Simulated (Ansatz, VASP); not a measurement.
## ScAl3 in VASP and in Ansatz

```
Sc Al
1.0
     4.11030    0.00000    0.00000
     0.00000    4.11030    0.00000
     0.00000    0.00000    4.11030
Sc Al
1 3
Direct
  0.00000 0.00000 0.00000
  0.50000 0.00000 0.50000
  0.00000 0.50000 0.50000
  0.50000 0.50000 0.00000
```

Alike in both runs: task single point; functional LDA; k mesh 10 × 10 × 10; occupations gaussian, width 0.1 eV; no spin polarisation.

|  | VASP | Ansatz |
| --- | --- | --- |
| version | VASP 6.6.1 | Ansatz 0.2.0 |
| potentials or method | VASP PAW LDA potentials, release 64 (Sc_sv, Al), cutoff 520 eV | scalar-relativistic, plane waves, PAW |
| valence electrons in the cell | 20 | 20 |

|  | VASP | Ansatz | Ansatz less VASP |
| --- | --- | --- | --- |
| gap on the k mesh at the Fermi level (eV) | none | none | - |
| pressure (GPa) | -4.9 | -5.0 | -0.10 |

LDA's correlation is that of Perdew and Zunger in VASP and of Perdew and Wang (1992) in Ansatz. A gap of «none» marks a metal or a gap that the smearing closes.
